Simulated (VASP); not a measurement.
Crystal: Re.

```
Re
1.0
     4.27099    0.00000    0.00000
    -2.13549    3.69878    0.00000
     0.00000    0.00000    2.67654
Re
3
Direct
  0.00000 0.00000 0.00000
  0.33333 0.66667 0.50000
  0.66667 0.33333 0.50000
```

This cell differs from its parent crystal: volume scaled by 0.92.

Base run:

* Program: VASP 6.6.1
* Functional: revPBE
* Potentials or basis: VASP PAW PBE potentials, release 64 (Re)
* Cutoff: 520 eV
* k mesh: 9 × 9 × 13
* Occupations: fermi-dirac, width 0.1 eV
* Spin: no spin polarisation

Its results: pressure 33.6 GPa.

Problem. The run is repeated on the same cell with these changes: potentials or basis from VASP PAW PBE potentials, release 64 (Re) to VASP PAW PBE potentials, release 64 (Re_sv_GW); cutoff from 520 eV to 500 eV; further incar settings from ALGO = Normal; EDIFF = 1e-07; NBANDS = 18 to ALGO = Normal; EDIFF = 1e-06; NBANDS = 30; valence electrons from 21 to 45. What comes out?

Solution. Pressure 31.1 GPa.

Caveats: the PAW data sets were made with another functional, which shifts forces and pressure a little.
